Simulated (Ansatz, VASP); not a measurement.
Two plane-wave programs on GaN

```
Ga N
1.0
    -2.24894   -2.24894    0.00000
     2.24894   -2.24894    0.00000
     0.00000    0.00000    9.24575
Ga N
4 4
Direct
  0.50000 0.50000 0.18243
  0.00000 0.00000 0.42567
  0.50000 0.50000 0.66891
  0.00000 0.00000 0.91215
  0.50000 0.00000 0.30405
  0.00000 0.50000 0.54729
  0.50000 0.00000 0.79053
  0.00000 0.50000 0.06081
```

Alike in both runs: task single point; functional r2SCAN; k mesh 8 × 8 × 3; occupations gaussian, width 0.05 eV; no spin polarisation.

```csv
,VASP,Ansatz
version,VASP 6.6.1,Ansatz 0.2.0
potentials or method,"VASP PAW PBE potentials, release 64 (Ga_d, N), cutoff 520 eV","scalar-relativistic, plane waves, PAW"
valence electrons in the cell,72,72
```

VASP gave:

| Quantity | Value |
| --- | --- |
| gap on the k mesh at the Fermi level (eV) | 1.61 |
| least direct gap on the mesh (eV) | 1.61 |
| pressure (GPa) | -3.2 |
| traceless stress, the component that is largest in VASP (GPa) | -3.35 |
| rms of the force components (eV/Å) | 0.725 |

Question: What did Ansatz give for the same quantities?

Answer: gap on the k mesh at the Fermi level (eV): 1.62; least direct gap on the mesh (eV): 1.62; pressure (GPa): -4.2; traceless stress, the component that is largest in VASP (GPa): -3.49; rms of the force components (eV/Å): 0.711.

VASP's potentials were made for PBE, not for r2SCAN. Atom by atom the forces differ by 0.016 eV/Å (rms over components).
